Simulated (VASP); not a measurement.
# ZnS (F-43m) in VASP: notebook

The runs below take ZnS through single point, relaxation of cell and atoms, with LDA.

All numbers are computed with VASP 6.6.1; they aren't measurements. Logs are shortened: lines on timing, memory, paths and dates and some standing lists are left out, and cuts for length are marked.

## 1. The cell of the first run

It takes space group F-43m (No. 216, cubic). Conventional cell: a = 5.404 Å, b = 5.404 Å, c = 5.404 Å, α = 90.00°, β = 90.00°, γ = 90.00°. Within 3.1 Å of Zn (site symmetry -43m) lie 4 S at 2.34 Å. Within 3.1 Å of S (site symmetry -43m) lie 4 Zn at 2.34 Å.

## 2. Single point, LDA

Contents of INCAR:

```
PREC = Accurate
ENCUT = 500
EDIFF = 1E-6
ISMEAR = 0
SIGMA = 0.1
LREAL = F
LASPH = T
NELM = 120
ALGO = Normal
ISIF = 2
LWAVE = F
LCHARG = F
GGA = CA
NBANDS = 16
GGA_COMPAT = F
```

Contents of KPOINTS:

```
regular mesh
0
Gamma
  6 6 6
```

Contents of POSCAR:

```
ZnS
1.0
    0.0000000000      2.7020000000      2.7020000000
    2.7020000000      0.0000000000      2.7020000000
    2.7020000000      2.7020000000      0.0000000000
Zn S
1 1
Direct
    0.2500000000      0.2500000000      0.2500000000
    0.0000000000      0.0000000000      0.0000000000
```

Potentials or basis: VASP PAW LDA potentials, release 64 (Zn, S).

Launch:

```
$ cat potpaw_LDA.64/Zn/POTCAR potpaw_LDA.64/S/POTCAR > POTCAR
$ mpirun -np 1 vasp_std > vasp.out
```

OUTCAR:

```text
PREC = Accurate
   ENCUT = 500
   EDIFF = 1E-6
   ISMEAR = 0
   LREAL = F
   LASPH = T
   NELM = 120
   ISIF = 2
   GGA = CA

 ion  position               nearest neighbor table
   1  0.250  0.250  0.250-   2 2.34   2 2.34   2 2.34   2 2.34
   2  0.000  0.000  0.000-   1 2.34   1 2.34   1 2.34   1 2.34

  LATTYP: Found a face centered cubic cell.
 ALAT       =     5.4040000000

  Lattice vectors:

 A1 = (   0.0000000000,   2.7020000000,   2.7020000000)
 A2 = (   2.7020000000,   0.0000000000,   2.7020000000)
 A3 = (   2.7020000000,   2.7020000000,   0.0000000000)

Analysis of symmetry for initial positions (statically):
=====================================================================
 Subroutine PRICEL returns:
 Original cell was already a primitive cell.

 Routine SETGRP: Setting up the symmetry group for a
 face centered cubic supercell.

 Subroutine GETGRP returns: Found 24 space group operations
 (whereof 24 operations were pure point group operations)
 out of a pool of 48 trial point group operations.

The static configuration has the point symmetry T_d .

Analysis of symmetry for dynamics (positions and initial velocities):
=====================================================================
 Subroutine PRICEL returns:
 Original cell was already a primitive cell.

 Routine SETGRP: Setting up the symmetry group for a
 face centered cubic supercell.

 Subroutine GETGRP returns: Found 24 space group operations
 (whereof 24 operations were pure point group operations)
 out of a pool of 48 trial point group operations.

The dynamic configuration has the point symmetry T_d .

 Subroutine INISYM returns: Found 24 space group operations
 (whereof 24 operations are pure point group operations),
 and found     1 'primitive' translations

----------------------------------------------------------------------------------------

                                     Primitive cell

  volume of cell :      39.4535

  direct lattice vectors                    reciprocal lattice vectors
     0.000000000  2.702000000  2.702000000    -0.185048113  0.185048113  0.185048113
     2.702000000  0.000000000  2.702000000     0.185048113 -0.185048113  0.185048113
     2.702000000  2.702000000  0.000000000     0.185048113  0.185048113 -0.185048113

  length of vectors
     3.821205046  3.821205046  3.821205046     0.320512733  0.320512733  0.320512733

  position of ions in fractional coordinates (direct lattice)
     0.250000000  0.250000000  0.250000000
     0.000000000  0.000000000  0.000000000

  ion indices of the primitive-cell ions
   primitive index   ion index
                 1           1
                 2           2

----------------------------------------------------------------------------------------

 KPOINTS: regular mesh

Automatic generation of k-mesh.
 Grid dimensions read from file:
 generate k-points for:    6    6    6

 Generating k-lattice:

  Cartesian coordinates                     Fractional coordinates (reciprocal lattice)
    -0.030841352  0.030841352  0.030841352     0.166666667  0.000000000  0.000000000
     0.030841352 -0.030841352  0.030841352     0.000000000  0.166666667  0.000000000
     0.030841352  0.030841352 -0.030841352     0.000000000  0.000000000  0.166666667

  Length of vectors
     0.053418789  0.053418789  0.053418789

  Shift w.r.t. Gamma in fractional coordinates (k-lattice)
     0.000000000  0.000000000  0.000000000

 Subroutine IBZKPT returns following result:
 ===========================================

 Found     16 irreducible k-points:

 Following reciprocal coordinates:
            Coordinates               Weight
  0.000000  0.000000  0.000000      1.000000
  0.166667  0.000000  0.000000      8.000000
  0.333333  0.000000  0.000000      8.000000
  0.500000  0.000000  0.000000      4.000000
  0.166667  0.166667  0.000000      6.000000
  0.333333  0.166667  0.000000     24.000000
[... 8 lines left out ...]
 -0.333333  0.333333  0.166667     24.000000
 -0.333333  0.500000  0.166667     12.000000
   k-points           NKPTS =     16   k-points in BZ     NKDIM =     16   number of bands    NBANDS=     16
   number of dos      NEDOS =    301   number of ions     NIONS =      2
   total plane-waves  NPLWV =  21952
   dimension x,y,z NGX =    28 NGY =   28 NGZ =   28
   dimension x,y,z NGXF=    56 NGYF=   56 NGZF=   56
   ions per type =               1   1
   NGX,Y,Z   is equivalent  to a cutoff of  12.18, 12.18, 12.18 a.u.
   NGXF,Y,Z  is equivalent  to a cutoff of  24.36, 24.36, 24.36 a.u.
 SYSTEM =  unknown system
   PREC   = accura    normal or accurate (medium, high low for compatibility)
   ISTART =      0    job   : 0-new  1-cont  2-samecut
   ICHARG =      2    charge: 1-file 2-atom 10-const
   ISPIN  =      1    spin polarized calculation?
   LNONCOLLINEAR =      F non collinear calculations
   LSORBIT =      F    spin-orbit coupling
   LASPH  =      T    aspherical Exc in radial PAW
   ENCUT  =  500.0 eV  36.75 Ry    6.06 a.u.   6.97  6.97  6.97*2*pi/ulx,y,z
   NELM   =    120;   NELMIN=  2; NELMDL= -5     # of ELM steps
   EDIFF  = 0.1E-05   stopping-criterion for ELM
   LREAL  =      F    real-space projection
   EDIFFG = 0.1E-04   stopping-criterion for IOM
   NSW    =      0    number of steps for IOM
   IBRION =     -1    ionic relax: 0-MD 1-quasi-New 2-CG
   NFREE  =      0    steps in history (QN), initial steepest desc. (CG)
   ISIF   =      2    stress and relaxation
   ISYM   =      2    0-nonsym 1-usesym 2-fastsym
   POTIM  = 0.5000    time-step for ionic-motion
   TEBEG  =    0.0;   TEEND  =   0.0 temperature during run
   PSTRESS=    0.0 pullay stress
   NELECT =      18.0000    total number of electrons
   NUPDOWN=      -1.0000    fix difference up-down
   EMIN   =  10.00;   EMAX   =-10.00  energy-range for DOS
   EFERMI =   0.00;   METHOD = LEGACY
   ISMEAR =     0;   SIGMA  =   0.10  broadening in eV -4-tet -1-fermi 0-gaus
   EFERMI_NEDOS =   21; number of points for ismear=-14 and -15
   IALGO  =     38    algorithm
   IMIX   =      4    mixing-type and parameters
     AMIX     =   0.40;   BMIX     =  1.00
     AMIX_MAG =   1.60;   BMIX_MAG =  1.00
  volume/ion in A,a.u.               =      19.73       133.12
  Fermi-wavevector in a.u.,A,eV,Ry     =   1.260290  2.381602 21.610537  1.588330
  Thomas-Fermi vector in A             =   2.393807
   LORBIT       =      0    0 simple, 1 ext, 2 COOP (PROOUT), +10 PAW based schemes
   GGA     = CA    functional components
   LHFCALC =     F    Hartree Fock is set to
   AEXX    =    0.0000 exact exchange contribution
   IVDW    =     0    specifies the selected vdW correction
   LEPSILON=     F    determine dielectric tensor
   LRPA    =     F    only Hartree local field effects (RPA)
 non-spin polarized calculation
 Gauss-broadening in eV      SIGMA  =   0.10
  energy-cutoff  :      500.00
  volume of cell :       39.45
 maximum number of plane-waves:      1018
   NGX = 13   NGY = 13   NGZ = 13

 number of electron      18.0000000 magnetization

 Free energy of the ion-electron system (eV)
  ---------------------------------------------------
  ext. energy  EPLUGINS =         0.00000000
  ---------------------------------------------------
  free energy    TOTEN  =        -8.17317833 eV

  energy without entropy =       -8.17317833  energy(sigma->0) =       -8.17317833

 E-fermi :   2.3691     XC(G=0): -10.0384

 val. band max:        1.9281660980   @ k =   0.0000   0.0000   0.0000
 cond. band min:       3.8153408075   @ k =   0.0000   0.0000   0.0000
 fundamental gap:      1.8871747095
 Fermi energy:         2.3691475457

 k-point     1 :       0.0000    0.0000    0.0000
  band No.  band energies     occupation
      1     -11.1806      2.00000
      2      -4.5712      2.00000
      3      -4.5712      2.00000
      4      -4.5712      2.00000
      5      -4.0902      2.00000
      6      -4.0902      2.00000
[... 8 lines left out ...]
     15      13.6797      0.00000
     16      13.6797      0.00000

 k-point     2 :       0.1667    0.0000    0.0000
  band No.  band energies     occupation
      1     -10.9734      2.00000
      2      -4.5633      2.00000
      3      -4.5365      2.00000
      4      -4.5365      2.00000
      5      -4.0922      2.00000
      6      -4.0922      2.00000
[... 8 lines left out ...]
     15      12.8325      0.00000
     16      14.3080      0.00000

 k-point     3 :       0.3333    0.0000    0.0000
  band No.  band energies     occupation
      1     -10.5020      2.00000
      2      -4.4794      2.00000
      3      -4.4794      2.00000
      4      -4.4028      2.00000
      5      -4.0788      2.00000
      6      -4.0788      2.00000
[... 8 lines left out ...]
     15      13.4337      0.00000
     16      13.4812      0.00000

 k-point     4 :       0.5000    0.0000    0.0000
  band No.  band energies     occupation
      1     -10.2280      2.00000
      2      -4.4594      2.00000
      3      -4.4594      2.00000
      4      -4.0604      2.00000
      5      -4.0604      2.00000
      6      -3.8818      2.00000
[... 8 lines left out ...]
     15      15.3126      0.00000
     16      15.3126      0.00000
[... 172 lines left out ...]
 k-point    14 :       0.5000    0.3333    0.1667
  band No.  band energies     occupation
      1     -10.1748      2.00000
      2      -4.4765      2.00000
      3      -4.3975      2.00000
      4      -4.2798      2.00000
      5      -4.0671      2.00000
      6      -4.0102      2.00000
[... 8 lines left out ...]
     15      15.7477      0.00000
     16      16.4191      0.00000

 k-point    15 :      -0.3333    0.3333    0.1667
  band No.  band energies     occupation
      1      -9.9885      2.00000
      2      -4.4401      2.00000
      3      -4.3566      2.00000
      4      -4.1425      2.00000
      5      -4.0978      2.00000
      6      -3.7654      2.00000
[... 8 lines left out ...]
     15      15.5024      0.00000
     16      16.2924      0.00000

 k-point    16 :      -0.3333    0.5000    0.1667
  band No.  band energies     occupation
      1      -9.9033      2.00000
      2      -4.4780      2.00000
      3      -4.2883      2.00000
      4      -4.1992      2.00000
      5      -4.0669      2.00000
      6      -3.7253      2.00000
[... 8 lines left out ...]
     15      15.8148      0.00000
     16      16.5987      0.00000

------------------------ aborting loop because EDIFF is reached ----------------------------------------

  FORCE on cell =-STRESS in cart. coord.  units (eV):
  Direction    XX          YY          ZZ          XY          YZ          ZX
  --------------------------------------------------------------------------------------
  -------------------------------------------------------------------------------------
  Total       -1.0660610     -1.0660610     -1.0660610      0.0000000      0.0000000      0.0000000
  in kB      -43.2918977    -43.2918977    -43.2918977      0.0000000      0.0000000      0.0000000
  external PRESSURE =     -43.2918977 kB  Pullay stress =       0.0000000 kB

 VOLUME and BASIS-vectors are now :
 -----------------------------------------------------------------------------
  energy-cutoff  :      500.00
  volume of cell :       39.45
      direct lattice vectors                 reciprocal lattice vectors
     0.000000000  2.702000000  2.702000000    -0.185048113  0.185048113  0.185048113
     2.702000000  0.000000000  2.702000000     0.185048113 -0.185048113  0.185048113
     2.702000000  2.702000000  0.000000000     0.185048113  0.185048113 -0.185048113

 POSITION                                       TOTAL-FORCE (eV/Angst)
 -----------------------------------------------------------------------------------
      1.35100      1.35100      1.35100        -0.000000     -0.000000     -0.000000
      0.00000      0.00000      0.00000         0.000000      0.000000      0.000000
 -----------------------------------------------------------------------------------
    total drift:                               -0.000000     -0.000000     -0.000000

  FREE ENERGIE OF THE ION-ELECTRON SYSTEM (eV)
  ---------------------------------------------------
  free  energy   TOTEN  =        -8.1731783329 eV

  energy  without entropy=       -8.1731783329  energy(sigma->0) =       -8.17317833
```

It took 16 s on 1 thread of AMD EPYC 7R13, shared host; peak memory 0.11 GiB.

Results:

- Free energy: -8.1732 eV
- Pressure: -4.3 GPa
- Band gap on the k mesh: 1.89 eV

Caveat: the cell stands under tension.

(Part 1 of 2 ends here.)
